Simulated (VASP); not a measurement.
# CoO (I4/mmm) in VASP: further runs, part 2 of 3

VASP 6.6.1.

## Step 3: Elastic constants, PBE+U, collinear spin, ferromagnetic start

This run uses another cell than the first one, of 10.18 Å³/atom.

Input file INCAR:

```
SYSTEM = CoO
ALGO = Normal
EDIFF = 1E-8
ENCUT = 600
GGA = PE
IBRION = 6
ISIF = 3
ISMEAR = 0
ISPIN = 2
LASPH = .TRUE.
LCHARG = .FALSE.
LDAU = .TRUE.
LDAUJ = 0 0
LDAUL = 2 -1
LDAUPRINT = 1
LDAUTYPE = 2
LDAUU = 3.32 0
LMAXMIX = 4
LORBIT = 11
LREAL = .FALSE.
LWAVE = .FALSE.
MAGMOM = 2.84 0.26
NELM = 150
NFREE = 2
NSW = 1
POTIM = 0.015
PREC = Accurate
SIGMA = 0.01
```

Input file KPOINTS:

```
k-points
0
G
  3 3 3
  0 0 0
```

Input file POSCAR:

```
CoO
1.0
   -1.4988479147      1.4988479147      2.2653713856
    1.4988479147     -1.4988479147      2.2653713856
    1.4988479147      1.4988479147     -2.2653713856
Co O
1 1
Direct
    0.0000000000      0.0000000000      0.0000000000
    0.5000000000      0.5000000000      0.0000000000
```

Potentials or basis: VASP PAW PBE potentials, release 64 (Co, O).

Run with:

```
$ cat potpaw_PBE.64/Co/POTCAR potpaw_PBE.64/O/POTCAR > POTCAR
$ mpirun -np 1 vasp_std > vasp.out
```

Run time: 3.2 min. Hardware: 1 thread of AMD EPYC 7R13 (Zen 3), shared host; peak memory 0.15 GiB.

The run converged. Its results:

| Item | Value |
| --- | --- |
| Net moment | 3.00 μB per cell |
| Site moments | Co +2.73; O +0.22 μB |
| Valence electrons inside the program's atomic spheres | Co 7.74; O 5.00 |
| Voigt bulk modulus | 161 GPa |
| Highest phonon frequency at Γ, LO-TO splitting left out | 254 cm⁻¹ |

Phonon frequencies in cm⁻¹ (negative: imaginary):
| q point | frequencies |
| --- | --- |
| (0.000, 0.000, 0.000) | 0 0 0 149 254 254 |

Elastic tensor in Voigt notation (GPa, in the Cartesian axes of the cell as first typed):
```
340 102  93   0   0   0
102 340  93   0   0   0
 93  93 199   0   0   0
  0   0   0  57   0   0
  0   0   0   0  57   0
  0   0   0   0   0  66
```

Eigenvalues of the final occupation matrices:
| site | spin | trace | eigenvalues |
| --- | --- | --- | --- |
| site 1 d | 1 | 4.92 | 0.96 0.96 0.97 1.00 1.02 |
| site 1 d | 2 | 2.22 | 0.04 0.10 0.17 0.96 0.96 |

Clamped-ion elastic tensor (GPa):
```
340 102  93   0   0   0
102 340  93   0   0   0
 93  93 199   0   0   0
  0   0   0  57   0   0
  0   0   0   0  57   0
  0   0   0   0   0  66
```

Caveat: the k points lie up to 0.84 Å⁻¹ apart; the cell is under stress, which shifts elastic constants; a cell with one magnetic atom can't hold antiferromagnetic order, which such compounds often take. The state reached can hang on the start; a lower one may exist.

## Step 4: Single point, PBE+U, collinear spin, ferromagnetic start (10.48 Å³/atom)

This run uses another cell than the first one, of 10.48 Å³/atom.

Input file INCAR:

```
SYSTEM = CoO
ALGO     = Normal         ! electronic algorithm
EDIFF    = 1E-6           ! SCF threshold, eV
ENCUT    = 520            ! plane-wave cutoff, eV
GGA      = PE             ! functional
ISIF     = 2              ! what is computed and relaxed
ISMEAR   = 0              ! smearing method
ISPIN    = 2              ! spin polarisation
LASPH    = .TRUE.         ! aspherical terms in the spheres
LCHARG   = .TRUE.         ! write CHGCAR
LDAU     = .TRUE.         ! DFT+U
LDAUJ    = 0 0          
LDAUL    = 2 -1           ! shell
LDAUPRINT= 1            
LDAUTYPE = 2            
LDAUU    = 3.32 0         ! U, eV
LELF     = .TRUE.         ! ELF
LMAXMIX  = 4              ! l up to which the mixer works
LORBIT   = 11             ! projections on sites
LREAL    = .FALSE.        ! projectors in reciprocal space
LVHAR    = .TRUE.       
LWAVE    = .FALSE.        ! write WAVECAR
MAGMOM   = 2.84 0.26      ! initial moments
NBANDS   = 18             ! bands
NELM     = 150            ! most SCF steps
PREC     = Accurate       ! precision mode
SIGMA    = 0.01           ! smearing width, eV
```

Input file KPOINTS:

```
k-points
0
G
  16 16 16
  0 0 0
```

Input file POSCAR:

```
CoO
1.0
   -1.5090166124      1.5090166124      2.3019915871
    1.5090166124     -1.5090166124      2.3019915871
    1.5090166124      1.5090166124     -2.3019915871
Co O
1 1
Direct
    0.0000000000      0.0000000000      0.0000000000
    0.5000000000      0.5000000000      0.0000000000
```

Potentials or basis: VASP PAW PBE potentials, release 64 (Co, O).

Run with:

```
$ cat potpaw_PBE.64/Co/POTCAR potpaw_PBE.64/O/POTCAR > POTCAR
$ mpirun -np 1 vasp_std > vasp.out
```

OUTCAR:

```text
SYSTEM = CoO
   EDIFF = 1E-6
   ENCUT = 520
   GGA = PE
   ISIF = 2
   ISMEAR = 0
   ISPIN = 2
   LASPH = .TRUE.
   LORBIT = 11
   LREAL = .FALSE.
   NELM = 150
   PREC = Accurate

 ion  position               nearest neighbor table
   1  0.000  0.000  0.000-   2 2.13   2 2.13   2 2.13   2 2.13   2 2.30   2 2.30
   2  0.500  0.500  0.000-   1 2.13   1 2.13   1 2.13   1 2.13   1 2.30   1 2.30

  LATTYP: Found a body centered tetragonal cell.
 ALAT       =     3.0180332248
 C/A-ratio  =     1.5254912161

  Lattice vectors:

 A1 = (  -1.5090166124,   1.5090166124,   2.3019915871)
 A2 = (   1.5090166124,  -1.5090166124,   2.3019915871)
 A3 = (   1.5090166124,   1.5090166124,  -2.3019915871)

Analysis of symmetry for initial positions (statically):
=====================================================================
 Subroutine PRICEL returns:
 Original cell was already a primitive cell.

 Routine SETGRP: Setting up the symmetry group for a
 body centered tetragonal supercell.

 Subroutine GETGRP returns: Found 16 space group operations
 (whereof 16 operations were pure point group operations)
 out of a pool of 16 trial point group operations.

The static configuration has the point symmetry D_4h.

Analysis of symmetry for dynamics (positions and initial velocities):
=====================================================================
 Subroutine PRICEL returns:
 Original cell was already a primitive cell.

 Routine SETGRP: Setting up the symmetry group for a
 body centered tetragonal supercell.

 Subroutine GETGRP returns: Found 16 space group operations
 (whereof 16 operations were pure point group operations)
[... 188 lines left out ...]
  o =  0.9950  v =  0.0000 -0.0000  1.0000 -0.0000  0.0000  0.0000  0.0000  0.0000  0.0000  0.0000      0.0000  0.0000  0.0000  0.0000  0.0000  0.0000  0.0000  0.0000  0.0000  0.0000
  o =  1.0121  v =  1.0000  0.0000  0.0000  0.0000  0.0000  0.0000  0.0000  0.0000  0.0000  0.0000      0.0000  0.0000  0.0000  0.0000  0.0000  0.0000  0.0000  0.0000  0.0000  0.0000

 number of electron      14.9999992 magnetization       2.9998877

 Free energy of the ion-electron system (eV)
  ---------------------------------------------------
  ext. energy  EPLUGINS =         0.00000000
  ---------------------------------------------------
  free energy    TOTEN  =       -11.91471398 eV

  energy without entropy =      -11.91471398  energy(sigma->0) =      -11.91471398

 E-fermi :   6.2381     XC(G=0): -11.8828

 val. band max:        6.1943294406   @ k =   0.5000   0.0000  -0.0000
 cond. band min:       6.4294457686   @ k =   0.5000   0.5000   0.5000
 fundamental gap:      0.2351163280
 Fermi energy:         6.2381462210

 spin component 1

 k-point     1 :       0.0000    0.0000    0.0000
  band No.  band energies     occupation
      1     -12.4808      1.00000
      2       0.9851      1.00000
      3       1.4232      1.00000
      4       2.1407      1.00000
      5       2.9310      1.00000
      6       2.9310      1.00000
[... 1001 lines left out ...]
     17      29.5954      0.00000
     18      31.2785      0.00000

 [... further k-points ...]

------------------------ aborting loop because EDIFF is reached ----------------------------------------

  FORCE on cell =-STRESS in cart. coord.  units (eV):
  Direction    XX          YY          ZZ          XY          YZ          ZX
  --------------------------------------------------------------------------------------
  -------------------------------------------------------------------------------------
  Total       -1.0222494     -1.0222494     -0.8728481      0.0000000      0.0000000      0.0000000
  in kB      -78.1116273    -78.1116273    -66.6956446      0.0000000      0.0000000      0.0000000
  external PRESSURE =     -74.3062997 kB  Pullay stress =       0.0000000 kB

 VOLUME and BASIS-vectors are now :
 -----------------------------------------------------------------------------
  energy-cutoff  :      520.00
  volume of cell :       20.97
      direct lattice vectors                 reciprocal lattice vectors
    -1.509016612  1.509016612  2.301991587     0.000000000  0.331341614  0.217203226
     1.509016612 -1.509016612  2.301991587     0.331341614  0.000000000  0.217203226
     1.509016612  1.509016612 -2.301991587     0.331341614  0.331341614  0.000000000

 POSITION                                       TOTAL-FORCE (eV/Angst)
 -----------------------------------------------------------------------------------
      0.00000      0.00000      0.00000        -0.000000     -0.000000     -0.000000
      0.00000      0.00000      2.30199         0.000000      0.000000      0.000000
 -----------------------------------------------------------------------------------
    total drift:                               -0.000000      0.000000     -0.000000

  FREE ENERGIE OF THE ION-ELECTRON SYSTEM (eV)
  ---------------------------------------------------
  free  energy   TOTEN  =       -11.9147139774 eV

  energy  without entropy=      -11.9147139774  energy(sigma->0) =      -11.91471398

 total charge

# of ion       s       p       d       tot
------------------------------------------
    1        0.284   0.322   7.094   7.701
    2        1.551   3.425   0.000   4.977
--------------------------------------------------
tot          1.836   3.748   7.094  12.678

 magnetization (x)

# of ion       s       p       d       tot
------------------------------------------
    1        0.023   0.017   2.698   2.738
    2        0.021   0.189   0.000   0.209
--------------------------------------------------
tot          0.043   0.206   2.698   2.947
```

OSZICAR:

```text
N       E                     dE             d eps       ncg     rms          rms(c)
DAV:   1     0.821869653798E+02    0.82187E+02   -0.67694E+03 25904   0.949E+02
DAV:   2    -0.789507452163E+01   -0.90082E+02   -0.77033E+02 26496   0.219E+02
DAV:   3    -0.133084372929E+02   -0.54134E+01   -0.53137E+01 29348   0.583E+01
DAV:   4    -0.133640138027E+02   -0.55577E-01   -0.55533E-01 30414   0.567E+00
[... 10 lines left out ...]
DAV:  15    -0.119147115694E+02   -0.42051E-05   -0.39460E-05 32022   0.883E-02    0.159E-02
DAV:  16    -0.119147125989E+02   -0.10296E-05   -0.88953E-06 29108   0.386E-02    0.109E-02
DAV:  17    -0.119147114289E+02    0.11700E-05   -0.31012E-06 29384   0.472E-02    0.639E-03
DAV:  18    -0.119147136724E+02   -0.22434E-05   -0.95613E-07 20028   0.120E-02    0.257E-03
DAV:  19    -0.119147139774E+02   -0.30505E-06   -0.24025E-07 14328   0.533E-03
   1 F= -.11914714E+02 E0= -.11914714E+02  d E =-.126483E-13  mag=     3.0000
```

Run time: 12 min. Hardware: 1 thread of AMD EPYC 7R13, shared host; peak memory 0.28 GiB.

What came out:

```
Free energy                                           : -11.9147 eV
Pressure                                              : -7.4 GPa
Band gap on the k mesh                                : 0.24 eV (least direct gap 1.17 eV)
Net moment                                            : 3.00 μB per cell
Site moments                                          : Co +2.74; O +0.21 μB
Valence electrons inside the program's atomic spheres : Co 7.70; O 4.98
```

Stress tensor (GPa, compression positive):
```
-7.81  0.00  0.00
 0.00 -7.81  0.00
 0.00  0.00 -6.67
```

Levels at points of the mesh, in eV from the valence-band top:
Spin up:
```tsv
k point	band 5	band 6	band 7	band 8	band 9	band 10	band 11	band 12	band 13	band 14
(0.00, 0.00, 0.00)	-3.26	-3.26	-2.07	-2.07	-1.64	1.35	16.65	17.27	17.71	17.71
(0.50, 0.00, 0.00)	-4.07	-2.84	-2.26	-0.09	0.00	5.55	9.37	12.80	14.31	19.44
(0.50, 0.50, 0.00)	-3.99	-3.60	-3.52	-2.71	-2.61	6.03	10.37	11.20	14.89	15.64
(0.50, 0.50, 0.50)	-3.32	-2.97	-2.97	-2.55	-2.55	5.86	9.61	11.42	16.18	16.18
```
Spin down:
```
           k point  band 4  band 5  band 6  band 7  band 8  band 9
(0.00, 0.00, 0.00)   -1.64   -1.64   -1.30    1.15    1.39    1.63
(0.50, 0.00, 0.00)   -3.11   -1.07   -0.50    2.36    3.81    4.46
(0.50, 0.50, 0.00)   -2.67   -2.39   -1.01    2.09    2.59    3.18
(0.50, 0.50, 0.50)   -2.56   -0.94   -0.94    0.24    1.68    3.45
```

Eigenvalues of the final occupation matrices:
```tsv
site	spin	trace	eigenvalues
site 1 d	1	4.91	0.96 0.96 0.97 0.99 1.01
site 1 d	2	2.21	0.04 0.09 0.16 0.96 0.96
```

Caveat: the cell stands under tension; a cell with one magnetic atom can't hold antiferromagnetic order, which such compounds often take.

## Step 5: Single point, PBE+U, collinear spin, ferromagnetic start

This run uses another cell than the first one, of 10.18 Å³/atom.

Input file INCAR:

```
PREC = Accurate
ENCUT = 520
EDIFF = 1E-6
ISMEAR = 0
SIGMA = 0.03
LREAL = F
LASPH = T
NELM = 150
ALGO = Normal
ISIF = 2
LWAVE = F
LCHARG = F
ISPIN = 2
MAGMOM = 2.84 0.26
LORBIT = 11
LMAXMIX = 4
LDAU = T
LDAUTYPE = 2
LDAUL = 2 -1
LDAUU = 3.32 0
LDAUJ = 0 0
LDAUPRINT = 1
GGA = PE
NBANDS = 18
```

Input file KPOINTS:

```
Automatic mesh
0
Gamma
  16 16 16
```

Input file POSCAR:

```
CoO
1.0
   -1.4988479161      1.4988479161      2.2653714387
    1.4988479161     -1.4988479161      2.2653714387
    1.4988479161      1.4988479161     -2.2653714387
Co O
1 1
Direct
    0.0000000000      0.0000000000      0.0000000000
    0.5000000000      0.5000000000      0.0000000000
```

Run with:

```
$ cat potpaw_PBE.64/Co/POTCAR potpaw_PBE.64/O/POTCAR > POTCAR
$ mpirun -np 1 vasp_std > vasp.out
```

Wall time 2.8 min (1 thread of Intel Xeon Platinum 8259CL at 2.50GHz (Skylake/Cascade Lake), shared host); peak memory 0.31 GiB.

It converged, with:

```
Free energy                                           : -11.9338 eV
Pressure                                              : -3.3 GPa
Band gap on the k mesh                                : 0.12 eV (least direct gap 1.04 eV)
Net moment                                            : 3.00 μB per cell
Site moments                                          : Co +2.74; O +0.21 μB
Valence electrons inside the program's atomic spheres : Co 7.74; O 4.99
```

Stress tensor (GPa, compression positive):
```
-3.67  0.00  0.00
 0.00 -3.67  0.00
 0.00  0.00 -2.68
```

Levels at points of the mesh, in eV from the valence-band top:
Spin up:
```tsv
k point	band 6	band 7	band 8	band 9	band 10	band 11	band 12	band 13
(0.00, 0.00, 0.00)	-3.31	-2.18	-2.18	-1.76	1.47	16.83	17.34	17.86
(0.50, 0.00, 0.00)	-2.84	-2.25	-0.05	0.00	5.60	9.61	13.04	14.40
(0.50, 0.50, 0.00)	-3.64	-3.58	-2.88	-2.59	6.19	10.50	11.31	15.30
(0.50, 0.50, 0.50)	-3.14	-3.14	-2.53	-2.53	6.04	9.85	11.42	16.41
```
Spin down:
```csv
k point,band 2,band 3,band 4,band 5,band 6,band 7,band 8,band 9,band 10,band 11
"(0.00, 0.00, 0.00)",-1.83,-1.83,-1.74,-1.74,-1.42,1.11,1.35,1.75,2.97,17.37
"(0.50, 0.00, 0.00)",-6.49,-3.56,-3.25,-1.06,-0.52,2.35,3.85,4.55,5.96,10.44
"(0.50, 0.50, 0.00)",-5.26,-3.16,-2.77,-2.56,-0.99,2.09,2.59,3.19,7.20,10.98
"(0.50, 0.50, 0.50)",-5.25,-2.72,-2.72,-0.92,-0.92,0.12,1.67,3.48,7.16,10.20
```

Eigenvalues of the final occupation matrices:
| site | spin | trace | eigenvalues |
| --- | --- | --- | --- |
| site 1 d | 1 | 4.92 | 0.97 0.97 0.97 1.00 1.01 |
| site 1 d | 2 | 2.22 | 0.04 0.09 0.16 0.96 0.96 |

Caveat: the cell stands under tension; a cell with one magnetic atom can't hold antiferromagnetic order, which such compounds often take. The state reached can hang on the start; a lower one may exist.

[end of part 2 of 3]
